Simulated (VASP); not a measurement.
# NaYTaP3O12 (R3c) in VASP: electric field gradients with PBE

Aim: the electric field gradients of NaYTaP3O12 with PBE.

Everything below comes from runs of VASP 6.6.1. Logs are shortened: lines on timing, memory, paths and dates and some standing lists are left out, and cuts for length are marked.

### 1 The cell of the first run

Symmetry: R3c, No. 161, trigonal system. Conventional cell: a = 8.986 Å, b = 8.986 Å, c = 23.223 Å, α = 90.00°, β = 90.00°, γ = 120.00°. Na (site symmetry 3) has 6 O at 2.67 to 2.70 Å and 1 Y at 3.31 Å and 1 Ta at 3.50 Å within 3.5 Å. Y (site symmetry 3) has 6 O at 2.15 to 2.21 Å within 2.8 Å. Ta (site symmetry 3) has 6 O at 2.01 to 2.04 Å within 2.7 Å. Within 2.0 Å of P (site symmetry 1) lie 4 O at 1.50 to 1.61 Å. Within 2.0 Å of O (site symmetry 1) lie 1 P at 1.50 Å. Within 2.1 Å of O (site symmetry 1) lie 1 P at 1.61 Å and 1 Ta at 2.01 Å. Within 2.0 Å of O (site symmetry 1) lie 1 P at 1.51 Å. Within 2.1 Å of O (site symmetry 1) lie 1 P at 1.58 Å and 1 Ta at 2.04 Å.

### 2 Electric field gradients, PBE

File INCAR:

```
SYSTEM = NaYTaP3O12
ALGO = Normal
EDIFF = 1E-8
ENCUT = 970
GGA = PE
GGA_COMPAT = .FALSE.
ISIF = 2
ISMEAR = -1
LASPH = .TRUE.
LCHARG = .FALSE.
LEFG = .TRUE.
LREAL = Auto
LWAVE = .FALSE.
NBANDS = 144
NELM = 120
PREC = Accurate
SIGMA = 0.02
```

File KPOINTS:

```
k-points
0
G
  3 3 3
  0 0 0
```

File POSCAR:

```
NaYTaP3O12
1.0
    4.4927521440      2.5938916598      7.7409502900
   -4.4927521440      2.5938916598      7.7409502900
    0.0000000000     -5.1877833195      7.7409502900
Na Y Ta P O
2 2 2 6 24
Direct
    0.5030990300      0.5030990300      0.5030990300
    0.0030990300      0.0030990300      0.0030990300
    0.6457112700      0.6457112700      0.6457112700
    0.1457112700      0.1457112700      0.1457112700
    0.3524430800      0.3524430800      0.3524430800
    0.8524430800      0.8524430800      0.8524430800
    0.0481343500      0.4646914300      0.7358325300
    0.7358325300      0.0481343500      0.4646914300
    0.4646914300      0.7358325300      0.0481343500
    0.2358325300      0.9646914300      0.5481343500
    0.5481343500      0.2358325300      0.9646914300
    0.9646914300      0.5481343500      0.2358325300
    0.8907935400      0.4907536900      0.7075401200
    0.7075401200      0.8907935400      0.4907536900
    0.4907536900      0.7075401200      0.8907935400
    0.2075401200      0.9907536900      0.3907935400
    0.3907935400      0.2075401200      0.9907536900
    0.9907536900      0.3907935400      0.2075401200
    0.1374136400      0.5038787000      0.2712349100
    0.2712349100      0.1374136400      0.5038787000
    0.5038787000      0.2712349100      0.1374136400
    0.7712349100      0.0038787000      0.6374136400
    0.6374136400      0.7712349100      0.0038787000
    0.0038787000      0.6374136400      0.7712349100
    0.7898499100      0.5898701900      0.3901446300
    0.3901446300      0.7898499100      0.5898701900
    0.5898701900      0.3901446300      0.7898499100
    0.8901446300      0.0898701900      0.2898499100
    0.2898499100      0.8901446300      0.0898701900
    0.0898701900      0.2898499100      0.8901446300
    0.2198218600      0.4522014400      0.5565856900
    0.5565856900      0.2198218600      0.4522014400
    0.4522014400      0.5565856900      0.2198218600
    0.0565856900      0.9522014400      0.7198218600
    0.7198218600      0.0565856900      0.9522014400
    0.9522014400      0.7198218600      0.0565856900
```

Potentials or basis: VASP PAW PBE potentials, release 64 (Na_sv, Y_sv, Ta_sv_GW, P, O).

The run is started by

```console
> cat potpaw_PBE.64/Na_sv/POTCAR potpaw_PBE.64/Y_sv/POTCAR potpaw_PBE.64/Ta_sv_GW/POTCAR potpaw_PBE.64/P/POTCAR potpaw_PBE.64/O/POTCAR > POTCAR
> mpirun -np 1 vasp_std > vasp.out
```

OUTCAR:

```text
SYSTEM = NaYTaP3O12
   EDIFF = 1E-8
   ENCUT = 970
   GGA = PE
   ISIF = 2
   ISMEAR = -1
   LASPH = .TRUE.
   LREAL = Auto
   NELM = 120
   PREC = Accurate

 ion  position               nearest neighbor table
   1  0.503  0.503  0.503-
   2  0.003  0.003  0.003-
   3  0.646  0.646  0.646-  13 2.15  15 2.15  14 2.15  26 2.21  25 2.21  27 2.21   7 3.56   9 3.56
                             8 3.56  10 3.60  12 3.60  11 3.60
   4  0.146  0.146  0.146-  18 2.15  16 2.15  17 2.15  29 2.21  30 2.21  28 2.21  12 3.56  10 3.56
                            11 3.56   9 3.60   7 3.60   8 3.60
   5  0.352  0.352  0.352-  19 2.01  21 2.01  20 2.01  32 2.04  31 2.04  33 2.04
   6  0.852  0.852  0.852-  24 2.01  22 2.01  23 2.01  35 2.04  36 2.04  34 2.04
   7  0.048  0.465  0.736-  13 1.50  30 1.51  31 1.58  24 1.61   3 3.56   4 3.60
   8  0.736  0.048  0.465-  14 1.50  28 1.51  32 1.58  22 1.61   3 3.56   4 3.60
   9  0.465  0.736  0.048-  15 1.50  29 1.51  33 1.58  23 1.61   3 3.56   4 3.60
  10  0.236  0.965  0.548-  16 1.50  26 1.51  34 1.58  20 1.61   4 3.56   3 3.60
  11  0.548  0.236  0.965-  17 1.50  27 1.51  35 1.58  21 1.61   4 3.56   3 3.60
  12  0.965  0.548  0.236-  18 1.50  25 1.51  36 1.58  19 1.61   4 3.56   3 3.60
  13  0.891  0.491  0.708-   7 1.50   3 2.15
  14  0.708  0.891  0.491-   8 1.50   3 2.15
  15  0.491  0.708  0.891-   9 1.50   3 2.15
  16  0.208  0.991  0.391-  10 1.50   4 2.15
  17  0.391  0.208  0.991-  11 1.50   4 2.15
  18  0.991  0.391  0.208-  12 1.50   4 2.15
[... 16 lines left out ...]
  35  0.720  0.057  0.952-  11 1.58   6 2.04
  36  0.952  0.720  0.057-  12 1.58   6 2.04

  LATTYP: Found a trigonal (rhomboedric) cell.
 ALAT       =     9.3185517739
 COS(alpha) =     0.5351015792

  Lattice vectors:

 A1 = (   4.4927521440,   2.5938916598,   7.7409502900)
 A2 = (  -4.4927521440,   2.5938916598,   7.7409502900)
 A3 = (   0.0000000000,  -5.1877833195,   7.7409502900)

Analysis of symmetry for initial positions (statically):
=====================================================================
 Subroutine PRICEL returns:
 Original cell was already a primitive cell.

 Routine SETGRP: Setting up the symmetry group for a
 trigonal (rhombohedral) supercell.

 Subroutine GETGRP returns: Found  6 space group operations
 (whereof  3 operations were pure point group operations)
 out of a pool of 12 trial point group operations.

The static configuration has the point symmetry C_3 .
 The point group associated with its full space group is C_3v.

Analysis of symmetry for dynamics (positions and initial velocities):
=====================================================================
 Subroutine PRICEL returns:
 Original cell was already a primitive cell.

 Routine SETGRP: Setting up the symmetry group for a
 trigonal (rhombohedral) supercell.

 Subroutine GETGRP returns: Found  6 space group operations
 (whereof  3 operations were pure point group operations)
 out of a pool of 12 trial point group operations.

The dynamic configuration has the point symmetry C_3 .
 The point group associated with its full space group is C_3v.

 Subroutine INISYM returns: Found  6 space group operations
 (whereof  3 operations are pure point group operations),
 and found     1 'primitive' translations

----------------------------------------------------------------------------------------

                                     Primitive cell

  volume of cell :     541.2648

  direct lattice vectors                    reciprocal lattice vectors
     4.492752144  2.593891660  7.740950290     0.111290359  0.064253519  0.043061035
    -4.492752144  2.593891660  7.740950290    -0.111290359  0.064253519  0.043061035
     0.000000000 -5.187783320  7.740950290     0.000000000 -0.128507038  0.043061035

  length of vectors
     9.318551774  9.318551774  9.318551774     0.135529744  0.135529744  0.135529744

  position of ions in fractional coordinates (direct lattice)
     0.503099030  0.503099030  0.503099030
     0.003099030  0.003099030  0.003099030
     0.645711270  0.645711270  0.645711270
     0.145711270  0.145711270  0.145711270
     0.352443080  0.352443080  0.352443080
     0.852443080  0.852443080  0.852443080
[... 28 lines left out ...]
     0.719821860  0.056585690  0.952201440
[... 103 lines left out ...]
   PSTRESS=    0.0 pullay stress
   NELECT =     240.0000    total number of electrons
   NUPDOWN=      -1.0000    fix difference up-down
   EMIN   =  10.00;   EMAX   =-10.00  energy-range for DOS
   EFERMI =   0.00;   METHOD = LEGACY
   ISMEAR =    -1;   SIGMA  =   0.02  broadening in eV -4-tet -1-fermi 0-gaus
   EFERMI_NEDOS =   21; number of points for ismear=-14 and -15
   IALGO  =     38    algorithm
   IMIX   =      4    mixing-type and parameters
     AMIX     =   0.40;   BMIX     =  1.00
     AMIX_MAG =   1.60;   BMIX_MAG =  1.00
  volume/ion in A,a.u.               =      15.04       101.46
  Fermi-wavevector in a.u.,A,eV,Ry     =   1.248366  2.359070 21.203563  1.558418
  Thomas-Fermi vector in A             =   2.382456
   LORBIT       =      0    0 simple, 1 ext, 2 COOP (PROOUT), +10 PAW based schemes
   GGA     = PE    functional components
   LHFCALC =     F    Hartree Fock is set to
   AEXX    =    0.0000 exact exchange contribution
   IVDW    =     0    specifies the selected vdW correction
   LEPSILON=     F    determine dielectric tensor
   LRPA    =     F    only Hartree local field effects (RPA)
 non-spin polarized calculation
  energy-cutoff  :      970.00
  volume of cell :      541.26
 maximum number of plane-waves:     37179
 NGX is ok and might be reduce to    96
   NGX = 47   NGY = 47   NGZ = 47

 number of electron     239.9999994 magnetization

 Free energy of the ion-electron system (eV)
  ---------------------------------------------------
  ext. energy  EPLUGINS =         0.00000000
  ---------------------------------------------------
  free energy    TOTEN  =      -289.90795359 eV

  energy without entropy =     -289.90795359  energy(sigma->0) =     -289.90795359

 E-fermi :   1.1029     XC(G=0):  -8.7264

 val. band max:        0.4862234405   @ k =   0.0000   0.0000   0.0000
 cond. band min:       3.7265003951   @ k =   0.0000   0.0000   0.0000
 fundamental gap:      3.2402769546
 Fermi energy:         1.1028575590

 k-point     1 :       0.0000    0.0000    0.0000
  band No.  band energies     occupation
      1     -68.3751      2.00000
      2     -68.3751      2.00000
      3     -49.4993      2.00000
      4     -49.4993      2.00000
      5     -38.5942      2.00000
      6     -38.5942      2.00000
[... 799 lines left out ...]
    131       7.0391      0.00000
    132       7.4325      0.00000
 [bands above 132 left out]

------------------------ aborting loop because EDIFF is reached ----------------------------------------

  FORCE on cell =-STRESS in cart. coord.  units (eV):
  Direction    XX          YY          ZZ          XY          YZ          ZX
  --------------------------------------------------------------------------------------
  -------------------------------------------------------------------------------------
  Total       -1.9238272     -1.9238272     -2.8183901      0.0000000     -0.0000000      0.0000000
  in kB       -5.6946472     -5.6946472     -8.3426085      0.0000000     -0.0000000      0.0000000
  external PRESSURE =      -6.5773010 kB  Pullay stress =       0.0000000 kB

 VOLUME and BASIS-vectors are now :
 -----------------------------------------------------------------------------
  energy-cutoff  :      970.00
  volume of cell :      541.26
      direct lattice vectors                 reciprocal lattice vectors
     4.492752144  2.593891660  7.740950290     0.111290359  0.064253519  0.043061035
    -4.492752144  2.593891660  7.740950290    -0.111290359  0.064253519  0.043061035
     0.000000000 -5.187783320  7.740950290     0.000000000 -0.128507038  0.043061035

 POSITION                                       TOTAL-FORCE (eV/Angst)
 -----------------------------------------------------------------------------------
      0.00000      0.00000     11.68339         0.000000     -0.000000     -0.076127
      0.00000      0.00000      0.07197         0.000000     -0.000000     -0.076127
      0.00000      0.00000     14.99526         0.000000     -0.000000     -0.062293
      0.00000      0.00000      3.38383         0.000000     -0.000000     -0.062293
      0.00000      0.00000      8.18473         0.000000      0.000000      0.031850
      0.00000      0.00000     19.79616         0.000000      0.000000      0.031850
[... 28 lines left out ...]
      2.97976     -2.92590     13.38108         0.073708     -0.081962      0.056441
      1.04402      4.04349     13.38108         0.034127      0.104814      0.056441
 -----------------------------------------------------------------------------------
    total drift:                                0.000000      0.000000     -0.079053

  FREE ENERGIE OF THE ION-ELECTRON SYSTEM (eV)
  ---------------------------------------------------
  free  energy   TOTEN  =      -289.9079535927 eV

  energy  without entropy=     -289.9079535927  energy(sigma->0) =     -289.90795359

 Electric field gradients (V/A^2)
---------------------------------------------------------------------
 ion       V_xx      V_yy      V_zz      V_xy      V_xz      V_yz
---------------------------------------------------------------------
   1       3.034     3.034    -6.068    -0.000    -0.000    -0.000
   2       3.034     3.034    -6.068     0.000     0.000    -0.000
   3     -14.162   -14.162    28.324     0.000     0.000    -0.000
   4     -14.162   -14.162    28.324    -0.000    -0.000    -0.000
   5      37.079    37.079   -74.157     0.000     0.000    -0.000
   6      37.079    37.079   -74.157    -0.000    -0.000    -0.000
[... 28 lines left out ...]
  35      87.305   -61.121   -26.184    12.152   -40.750    -8.915
  36     -13.490    39.674   -26.184   -70.346    28.096   -30.833
---------------------------------------------------------------------

 Electric field gradients after diagonalization (V/A^2)
 (convention: |V_zz| > |V_xx| > |V_yy|)
----------------------------------------------------------------------
 ion       V_xx      V_yy      V_zz     asymmetry (V_yy - V_xx)/ V_zz
----------------------------------------------------------------------
   1       3.034     3.034    -6.068       0.000
   2       3.034     3.034    -6.068       0.000
   3     -14.162   -14.162    28.324       0.000
   4     -14.162   -14.162    28.324       0.000
   5      37.079    37.079   -74.157       0.000
   6      37.079    37.079   -74.157       0.000
[... 28 lines left out ...]
  35     -63.314   -38.364   101.678       0.245
  36     -63.314   -38.364   101.678       0.245
----------------------------------------------------------------------

           NMR quadrupolar parameters

 Cq : quadrupolar parameter    Cq=e*Q*V_zz/h
 eta: asymmetry parameters     (V_yy - V_xx)/ V_zz
 Q  : nuclear electric quadrupole moment in mb (millibarn)
----------------------------------------------------------------------
 ion       Cq(MHz)       eta       Q (mb)
----------------------------------------------------------------------
   1      -0.015       0.000       1.000
   2      -0.015       0.000       1.000
   3       0.068       0.000       1.000
   4       0.068       0.000       1.000
   5      -0.179       0.000       1.000
   6      -0.179       0.000       1.000
[... 28 lines left out ...]
  35       0.246       0.245       1.000
  36       0.246       0.245       1.000
----------------------------------------------------------------------
```

It took 1.7 h on 1 thread of Intel Xeon Platinum 8488C (Sapphire Rapids), shared host; peak memory 2.1 GiB.

What came out:

- Free energy: -289.9080 eV
- Pressure: -0.7 GPa
- Largest force: 0.196 eV/Å
- Band gap on the k mesh: 3.24 eV
- Largest electric field gradient by atom: Na -6.1; Y +28.3; Ta -74.2; P -46.1; O +78.9, +106.0, +87.7, +101.7 (each value once) V/Å²

Forces on the atoms (eV/Å):
```
Na   0.000  0.000 -0.076
Na   0.000  0.000 -0.076
Y    0.000  0.000 -0.062
Y    0.000  0.000 -0.062
Ta   0.000  0.000  0.032
Ta   0.000  0.000  0.032
P   -0.099  0.128  0.020
P   -0.061 -0.149  0.020
P    0.160  0.022  0.020
P   -0.160  0.022  0.020
P    0.061 -0.149  0.020
P    0.099  0.128  0.020
O   -0.126  0.040 -0.145
O    0.029 -0.129 -0.145
O    0.097  0.089 -0.145
O   -0.097  0.089 -0.145
O   -0.029 -0.129 -0.145
O    0.126  0.040 -0.145
O    0.012  0.058  0.064
O   -0.057 -0.019  0.064
O    0.044 -0.040  0.064
O   -0.044 -0.040  0.064
O    0.057 -0.019  0.064
O   -0.012  0.058  0.064
O   -0.140 -0.055  0.040
O    0.118 -0.094  0.040
O    0.022  0.149  0.040
O   -0.022  0.149  0.040
O   -0.118 -0.094  0.040
O    0.140 -0.055  0.040
O   -0.034  0.105  0.056
O   -0.074 -0.082  0.056
O    0.108 -0.023  0.056
O   -0.108 -0.023  0.056
O    0.074 -0.082  0.056
O    0.034  0.105  0.056
```

Stress tensor (GPa, compression positive):
```
-0.57  0.00  0.00
 0.00 -0.57  0.00
 0.00  0.00 -0.83
```

Electric field gradients, principal values (V/Å²):
```tsv
atom	least	middle	greatest (by size)
1 Na	3.034	3.034	-6.068
2 Na	3.034	3.034	-6.068
3 Y	-14.162	-14.162	28.324
4 Y	-14.162	-14.162	28.324
5 Ta	37.079	37.079	-74.157
6 Ta	37.079	37.079	-74.157
7 P	9.485	36.619	-46.104
8 P	9.485	36.619	-46.104
9 P	9.485	36.619	-46.104
10 P	9.485	36.619	-46.104
11 P	9.485	36.619	-46.104
12 P	9.485	36.619	-46.104
13 O	-35.897	-42.980	78.877
14 O	-35.897	-42.980	78.877
15 O	-35.897	-42.980	78.877
16 O	-35.897	-42.980	78.877
17 O	-35.897	-42.980	78.877
18 O	-35.897	-42.980	78.877
19 O	-48.209	-57.835	106.044
20 O	-48.209	-57.835	106.044
21 O	-48.209	-57.835	106.044
22 O	-48.209	-57.835	106.044
23 O	-48.209	-57.835	106.044
24 O	-48.209	-57.835	106.044
25 O	-37.619	-50.118	87.737
26 O	-37.619	-50.118	87.737
27 O	-37.619	-50.118	87.737
28 O	-37.619	-50.118	87.737
29 O	-37.619	-50.118	87.737
30 O	-37.619	-50.118	87.737
31 O	-38.364	-63.314	101.678
32 O	-38.364	-63.314	101.678
33 O	-38.364	-63.314	101.678
34 O	-38.364	-63.314	101.678
35 O	-38.364	-63.314	101.678
36 O	-38.364	-63.314	101.678
```

Caveat: without QUAD_EFG the Cq values of the log hold for a quadrupole moment of 1 mb, not for the nuclei; spin-orbit coupling is left out, which moves the levels of the heavy elements. A k mesh can miss the band edges.
